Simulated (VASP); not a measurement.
A run of VASP 6.6.1 is set up as follows.

File INCAR:

```
  ALGO = Fast
  EDIFF = 1E-6
  EDIFFG = -0.01
  ENCUT = 600
  GGA = PE
  IBRION = 2
  ISIF = 4
  ISMEAR = 0
  LASPH = T
  LCHARG = F
  LREAL = F
  LWAVE = F
  NELM = 100
  NSW = 50
  PREC = Accurate
  SIGMA = 0.1
```

KPOINTS

```
k-points
0
Gamma
  8 8 8
```

The input POSCAR:

```
NaLi5
1.0
    4.6192984255      0.0000000000      0.0000000000
    0.0000000000      5.6569707878      2.3197999033
    0.0000000000     -5.6569707878      2.3197999033
Na Li
1 5
Direct
    0.0000000000      0.0833305180      0.0833305180
    0.0000000000      0.4109571767      0.7557010469
    0.0000000000      0.7557010469      0.4109571767
    0.5000000000      0.5832968559      0.5832968559
    0.5000000000      0.2606665338      0.9058944012
    0.5000000000      0.9058944012      0.2606665338
```

Potentials or basis: VASP PAW PBE potentials, release 64 (Na_pv, Li_sv).

Run with:

```console
$ cat potpaw_PBE.64/Na_pv/POTCAR potpaw_PBE.64/Li_sv/POTCAR > POTCAR
$ mpirun -np 1 vasp_std > vasp.out
```

Task: Predict the band gap on the k mesh.

Result: Zero (bands 11 and 12 overlap by 2.30 eV).

Final structure:
```
Na Li
1.0
     4.61930    0.00000    0.00000
     0.00000    5.65697    2.31980
     0.00000   -5.65697    2.31980
Na Li
1 5
Direct
  0.00000 0.08333 0.08333
  0.00000 0.41096 0.75570
  0.00000 0.75570 0.41096
  0.50000 0.58330 0.58330
  0.50000 0.26067 0.90589
  0.50000 0.90589 0.26067
```

Caveat: the relaxation stopped at its first step, so nothing moved.
